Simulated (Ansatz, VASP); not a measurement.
## One calculation of BaTiO3, two programs

```xyz
5
Lattice="4.0193 0.0000 0.0000 0.0000 4.0193 0.0000 0.0000 0.0000 4.0193" Properties=species:S:1:pos:R:3 pbc="T T T"
Ba    2.0096    1.9507    1.9507
Ti    0.0000    0.0000    0.0000
O     2.0096    0.0000    0.0000
O     0.0000    2.0096    0.0000
O     0.0000    0.0000    2.0096
```

Alike in both runs: task single point; functional PBE; k mesh 8 × 8 × 8; occupations gaussian, width 0.05 eV; no spin polarisation.

|  | VASP | Ansatz |
| --- | --- | --- |
| version | VASP 6.6.1 | Ansatz 0.2.0 |
| potentials or method | VASP PAW PBE potentials, release 64 (Ba_sv, Ti_sv, O), cutoff 520 eV | scalar-relativistic, plane waves, PAW |
| valence electrons in the cell | 40 | 40 |

Ansatz gave:

| Property | Result |
| --- | --- |
| gap on the k mesh at the Fermi level (eV) | 1.78 |
| least direct gap on the mesh (eV) | 1.90 |
| pressure (GPa) | 0.2 |
| traceless stress, the component that is largest in VASP (GPa) | 0.19 |
| rms of the force components (eV/Å) | 0.145 |

What did VASP give for the same quantities?

gap on the k mesh at the Fermi level (eV): 1.72; least direct gap on the mesh (eV): 1.87; pressure (GPa): 1.9; traceless stress, the component that is largest in VASP (GPa): 0.21; rms of the force components (eV/Å): 0.159.

Atom by atom the forces differ by 0.017 eV/Å (rms over components).

Neither program's run includes spin-orbit coupling.
